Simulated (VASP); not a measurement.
# TaAs (Fm-3m) in VASP: notebook, part 2 of 2

VASP 6.6.1. The steps go on from the part before.

## 4. Relaxation of cell and atoms, r2SCAN

File POSCAR:

```
TaAs
1.0
    0.0000000000      2.6198724485      2.6198724485
    2.6198724485      0.0000000000      2.6198724485
    2.6198724485      2.6198724485      0.0000000000
Ta As
1 1
Direct
    0.5000000000      0.5000000000      0.5000000000
    0.0000000000      0.0000000000      0.0000000000
```

File INCAR.step1:

```
ALGO     = Normal         # electronic algorithm
EDIFF    = 1E-4           # SCF threshold, eV
ENCUT    = 600            # plane-wave cutoff, eV
GGA      = PE             # functional
ISMEAR   = 0              # smearing method
LASPH    = True           # aspherical terms in the spheres
LCHARG   = False          # write CHGCAR
LREAL    = False          # projectors in reciprocal space
LWAVE    = True           # write WAVECAR
NELM     = 80             # most SCF steps
PREC     = Accurate       # precision mode
SIGMA    = 0.1            # smearing width, eV
```

File INCAR.step2:

```
ALGO     = Normal         # electronic algorithm
EDIFF    = 1E-6           # SCF threshold, eV
EDIFFG   = -0.01          # ionic threshold
ENCUT    = 600            # plane-wave cutoff, eV
IBRION   = 2              # ionic algorithm
ISIF     = 3              # what is computed and relaxed
ISMEAR   = 0              # smearing method
ISTART   = 1            
LASPH    = True           # aspherical terms in the spheres
LCHARG   = False          # write CHGCAR
LMIXTAU  = True         
LREAL    = False          # projectors in reciprocal space
LWAVE    = False          # write WAVECAR
METAGGA  = R2SCAN         # meta-GGA
NELM     = 80             # most SCF steps
NSW      = 80             # ionic steps
PREC     = Accurate       # precision mode
SIGMA    = 0.1            # smearing width, eV
```

File KPOINTS:

```
k-points
0
Gamma
  14 14 14
```

Potentials or basis: VASP PAW PBE potentials, release 64 (Ta_pv, As).

Started as:

```
cat potpaw_PBE.64/Ta_pv/POTCAR potpaw_PBE.64/As/POTCAR > POTCAR
cp INCAR.step1 INCAR
mpirun -np 1 vasp_std > vasp.out
cp INCAR.step2 INCAR
mpirun -np 1 vasp_std > vasp.out
```

OUTCAR:

```text
EDIFF = 1E-6
   EDIFFG = -0.01
   ENCUT = 600
   IBRION = 2
   ISIF = 3
   ISMEAR = 0
   ISTART = 1
   LASPH = True
   LREAL = False
   METAGGA = R2SCAN
   NELM = 80
   NSW = 80
   PREC = Accurate

 ion  position               nearest neighbor table
   1  0.500  0.500  0.500-   2 2.62   2 2.62   2 2.62   2 2.62   2 2.62   2 2.62
   2  0.000  0.000  0.000-   1 2.62   1 2.62   1 2.62   1 2.62   1 2.62   1 2.62

  LATTYP: Found a face centered cubic cell.
 ALAT       =     5.2397448970

  Lattice vectors:

 A1 = (   0.0000000000,   2.6198724485,   2.6198724485)
 A2 = (   2.6198724485,   0.0000000000,   2.6198724485)
 A3 = (   2.6198724485,   2.6198724485,   0.0000000000)

Analysis of symmetry for initial positions (statically):
=====================================================================
 Subroutine PRICEL returns:
 Original cell was already a primitive cell.

 Routine SETGRP: Setting up the symmetry group for a
 face centered cubic supercell.

 Subroutine GETGRP returns: Found 48 space group operations
 (whereof 48 operations were pure point group operations)
 out of a pool of 48 trial point group operations.

The static configuration has the point symmetry O_h .

Analysis of symmetry for dynamics (positions and initial velocities):
=====================================================================
 Subroutine PRICEL returns:
 Original cell was already a primitive cell.

 Routine SETGRP: Setting up the symmetry group for a
 face centered cubic supercell.

 Subroutine GETGRP returns: Found 48 space group operations
 (whereof 48 operations were pure point group operations)
 out of a pool of 48 trial point group operations.

The dynamic configuration has the point symmetry O_h .

 Subroutine INISYM returns: Found 48 space group operations
 (whereof 48 operations are pure point group operations),
 and found     1 'primitive' translations

----------------------------------------------------------------------------------------

                                     Primitive cell

  volume of cell :      35.9642

  direct lattice vectors                    reciprocal lattice vectors
     0.000000000  2.619872448  2.619872448    -0.190848986  0.190848986  0.190848986
     2.619872448  0.000000000  2.619872448     0.190848986 -0.190848986  0.190848986
     2.619872448  2.619872448  0.000000000     0.190848986  0.190848986 -0.190848986

  length of vectors
     3.705059148  3.705059148  3.705059148     0.330560140  0.330560140  0.330560140

  position of ions in fractional coordinates (direct lattice)
     0.500000000  0.500000000  0.500000000
     0.000000000  0.000000000  0.000000000

  ion indices of the primitive-cell ions
   primitive index   ion index
                 1           1
                 2           2

----------------------------------------------------------------------------------------

 KPOINTS: k-points

Automatic generation of k-mesh.
 Grid dimensions read from file:
 generate k-points for:   14   14   14

 Generating k-lattice:

[... 51 lines left out ...]
 SYSTEM =  unknown system
   PREC   = accura    normal or accurate (medium, high low for compatibility)
   ISTART =      1    job   : 0-new  1-cont  2-samecut
   ICHARG =      0    charge: 1-file 2-atom 10-const
   ISPIN  =      1    spin polarized calculation?
   LNONCOLLINEAR =      F non collinear calculations
   LSORBIT =      F    spin-orbit coupling
   LASPH  =      T    aspherical Exc in radial PAW
   ENCUT  =  600.0 eV  44.10 Ry    6.64 a.u.   7.40  7.40  7.40*2*pi/ulx,y,z
   NELM   =     80;   NELMIN=  2; NELMDL=  0     # of ELM steps
   EDIFF  = 0.1E-05   stopping-criterion for ELM
   LREAL  =      F    real-space projection
   EDIFFG = -.1E-01   stopping-criterion for IOM
   NSW    =     80    number of steps for IOM
   IBRION =      2    ionic relax: 0-MD 1-quasi-New 2-CG
   NFREE  =      1    steps in history (QN), initial steepest desc. (CG)
   ISIF   =      3    stress and relaxation
   ISYM   =      2    0-nonsym 1-usesym 2-fastsym
   POTIM  = 0.5000    time-step for ionic-motion
   TEBEG  =    0.0;   TEEND  =   0.0 temperature during run
   PSTRESS=    0.0 pullay stress
   NELECT =      16.0000    total number of electrons
   NUPDOWN=      -1.0000    fix difference up-down
   EMIN   =  10.00;   EMAX   =-10.00  energy-range for DOS
   EFERMI =   0.00;   METHOD = LEGACY
   ISMEAR =     0;   SIGMA  =   0.10  broadening in eV -4-tet -1-fermi 0-gaus
   EFERMI_NEDOS =   21; number of points for ismear=-14 and -15
   IALGO  =     38    algorithm
   IMIX   =      4    mixing-type and parameters
     AMIX     =   0.40;   BMIX     =  1.00
     AMIX_MAG =   1.60;   BMIX_MAG =  1.00
  volume/ion in A,a.u.               =      17.98       121.35
  Fermi-wavevector in a.u.,A,eV,Ry     =   1.249754  2.361693 21.250750  1.561886
  Thomas-Fermi vector in A             =   2.383780
   LORBIT       =      0    0 simple, 1 ext, 2 COOP (PROOUT), +10 PAW based schemes
   METAGGA = R2SCAN    functional components
   LHFCALC =     F    Hartree Fock is set to
   AEXX    =    0.0000 exact exchange contribution
   IVDW    =     0    specifies the selected vdW correction
   LEPSILON=     F    determine dielectric tensor
   LRPA    =     F    only Hartree local field effects (RPA)
 conjugate gradient relaxation of ions
 non-spin polarized calculation
 Gauss-broadening in eV      SIGMA  =   0.10
  energy-cutoff  :      600.00
  volume of cell :       35.96
 maximum number of plane-waves:      1243
 NGX is ok and might be reduce to    30
   NGX = 15   NGY = 15   NGZ = 15

--------------------------------------- Ionic step        1  -------------------------------------------

 number of electron      16.0000001 magnetization

 Free energy of the ion-electron system (eV)
  ---------------------------------------------------
  ext. energy  EPLUGINS =         0.00000000
  ---------------------------------------------------
  free energy    TOTEN  =       -63.34295817 eV

  energy without entropy =      -63.33522815  energy(sigma->0) =      -63.33909316

------------------------ aborting loop because EDIFF is reached ----------------------------------------

  FORCE on cell =-STRESS in cart. coord.  units (eV):
  Direction    XX          YY          ZZ          XY          YZ          ZX
  --------------------------------------------------------------------------------------
  -------------------------------------------------------------------------------------
  Total        0.0878567      0.0878567      0.0878567     -0.0000000      0.0000000     -0.0000000
  in kB        3.9139498      3.9139498      3.9139498     -0.0000000      0.0000000     -0.0000000
  external PRESSURE =       3.9139498 kB  Pullay stress =       0.0000000 kB
[... 59 lines left out ...]
--------------------------------------- Ionic step        3  -------------------------------------------

 number of electron      16.0000001 magnetization

 Free energy of the ion-electron system (eV)
  ---------------------------------------------------
  ext. energy  EPLUGINS =         0.00000000
  ---------------------------------------------------
  free energy    TOTEN  =       -63.34305298 eV

  energy without entropy =      -63.33528102  energy(sigma->0) =      -63.33916700

 E-fermi :   7.3987     XC(G=0): -12.4595

 val. band max:        7.3919188078   @ k =   0.3571   0.2857   0.0000
 cond. band min:       7.4042881705   @ k =   0.1429   0.0714   0.0000
 fundamental gap:      0.0123693627
 Fermi energy:         7.3987254783

 k-point     1 :       0.0000    0.0000    0.0000
  band No.  band energies     occupation
      1     -29.5621      2.00000
      2     -29.5621      2.00000
      3     -29.5621      2.00000
      4      -7.7108      2.00000
      5       5.6636      2.00000
      6       5.6636      2.00000
      7       5.6636      2.00000
      8       6.3542      2.00000
      9       6.3542      2.00000
     10       6.7147      2.00000
     11       6.7147      2.00000
     12       6.7147      2.00000
[... 331 lines left out ...]
 k-point    24 :       0.2857    0.1429    0.0000
  band No.  band energies     occupation
      1     -29.6311      2.00000
      2     -29.5797      2.00000
      3     -29.5760      2.00000
      4      -6.5527      2.00000
      5       1.6578      2.00000
      6       3.3780      2.00000
      7       3.8611      2.00000
      8       5.7653      2.00000
      9       7.1930      1.99638
     10       8.2478      0.00000
     11       9.6887      0.00000
     12      11.0959      0.00000

 [... further k-points ...]

------------------------ aborting loop because EDIFF is reached ----------------------------------------

  FORCE on cell =-STRESS in cart. coord.  units (eV):
  Direction    XX          YY          ZZ          XY          YZ          ZX
  --------------------------------------------------------------------------------------
  -------------------------------------------------------------------------------------
  Total        0.0111145      0.0111145      0.0111145     -0.0000000      0.0000000      0.0000000
  in kB        0.4940089      0.4940089      0.4940089     -0.0000000      0.0000000      0.0000000
  external PRESSURE =       0.4940089 kB  Pullay stress =       0.0000000 kB
[... 17 lines left out ...]
  FREE ENERGIE OF THE ION-ELECTRON SYSTEM (eV)
  ---------------------------------------------------
  free  energy   TOTEN  =       -63.3430529792 eV

  energy  without entropy=      -63.3352810209  energy(sigma->0) =      -63.33916700

 reached required accuracy - stopping structural energy minimisation
```

Wall time 10 min (1 thread of Intel Xeon 8259CL, shared host); peak memory 0.23 GiB.

What came out:

```yaml
Free_energy: -63.3431 eV
Relaxed_volume: 18.02 Å³/atom
Relaxed_cell: a = 3.708 Å, b = 3.708 Å, c = 3.708 Å, α = 60.00°, β = 60.00°, γ = 60.00°
Space_group_after_relaxing_to_0.1_Å: Fm-3m (No. 225)
Energy_gained_by_relaxing: 0.0 meV/atom
Ionic_steps: 3
Pressure_after_relaxing: 0.0 GPa
```

Final structure:
```cif
data_structure
_symmetry_space_group_name_H-M 'P 1'
_symmetry_Int_Tables_number 1
_cell_length_a 3.7079
_cell_length_b 3.7079
_cell_length_c 3.7079
_cell_angle_alpha 60.000
_cell_angle_beta 60.000
_cell_angle_gamma 60.000
_cell_volume 36.05
loop_
_atom_site_label
_atom_site_type_symbol
_atom_site_fract_x
_atom_site_fract_y
_atom_site_fract_z
_atom_site_occupancy
Ta1 Ta 0.50000 0.50000 0.50000 1
As1 As 0.00000 0.00000 0.00000 1
```

Caveat: the highest band is partly filled, so the run has too few bands; the PAW data sets were made with another functional, which shifts forces and pressure a little; spin-orbit coupling is left out, which moves the levels of the heavy elements.

## 5. The runs side by side

```tsv
task	cell	k mesh	cutoff (eV)	gap on the mesh (eV)	pressure (GPa)
single point	a = 3.705 Å, angles 60.0°, 2 atoms	8 × 8 × 8	520	none	0.6
single point	a = 3.705 Å, angles 60.0°, 2 atoms	14 × 14 × 14	520	none	0.4
relaxation of cell and atoms	relaxed from a = 3.705 Å, angles 60.0°, 2 atoms	14 × 14 × 14	600	-	0.0
```

Alike in all rows: level r2SCAN; potentials or basis VASP PAW PBE potentials, release 64 (Ta_pv, As); no spin polarisation; smearing gaussian 0.1 eV.

Caveats: the PAW data sets were made with another functional, which shifts forces and pressure a little; spin-orbit coupling is left out, which moves the levels of the heavy elements; the highest band is partly filled, so the run has too few bands (at least some runs).

Total energies depend on the potentials used, so only differences within one code and one set of settings carry meaning.
